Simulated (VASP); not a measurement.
Input of a VASP 6.6.1 run:

Contents of INCAR:

```
SYSTEM = GaSi16
PREC = Accurate
ENCUT = 520
EDIFF = 1E-6
ISMEAR = 0
SIGMA = 0.05
LREAL = Auto
LASPH = .TRUE.
NELM = 150
ALGO = Normal
ISIF = 2
LWAVE = .FALSE.
LCHARG = .FALSE.
ISPIN = 2
MAGMOM = 0 0 0 0 0 0 0 0 0 0 0 0 0 0 0 0 0
LORBIT = 11
GGA = PS
NBANDS = 56
```

KPOINTS

```
regular mesh
0
G
  2 2 2
  0 0 0
```

File POSCAR:

```
GaSi16
1.0
    0.0000000000      5.4300000000      5.4300000000
    5.4300000000      0.0000000000      5.4300000000
    5.4300000000      5.4300000000      0.0000000000
Si Ga
16 1
Direct
   -0.0192765193     -0.0189597606     -0.0189860958
    0.1054889503      0.1058224678      0.1057957643
    0.0111704420      0.0113940147      0.4669824125
    0.1258959484      0.1261860037      0.6126136280
    0.0111691529      0.4670087477      0.0113700737
    0.1258953959      0.6126401473      0.1261609576
    0.0124817680      0.4994044199      0.4993788214
    0.1512793738      0.6161629834      0.6161362799
    0.4666663904      0.0114529466      0.0114301105
    0.6123276243      0.1261959484      0.1261714549
    0.4991002762      0.0127778085      0.4993752302
    0.6158719153      0.1515860958      0.6161010129
    0.4990998158      0.4994005525      0.0127541436
    0.6158709945      0.6161269797      0.1515625230
    0.5177677716      0.5180871087      0.5180633517
    0.6422966851      0.6425998158      0.6425758748
    0.8284461326      0.8288159300      0.8287906998
```

Potentials or basis: VASP PAW PBE potentials, release 64 (Si, Ga_d).

Run with:

```console
$ cat potpaw_PBE.64/Si/POTCAR potpaw_PBE.64/Ga_d/POTCAR > POTCAR
$ mpirun -np 1 vasp_std > vasp.out
```

Task: Predict the net moment.

Result: 0.00 μB per cell.

Task: What does it give for the largest force?

Result: 0.856 eV/Å.

Stress tensor (GPa, compression positive):
```
 3.66 -0.96 -0.96
-0.96  3.66 -0.95
-0.96 -0.95  3.66
```

Caveat: the k points lie up to 0.50 Å⁻¹ apart; no moment was typed at the start, so none could form; the PAW data sets were made with another functional, which shifts forces and pressure a little.
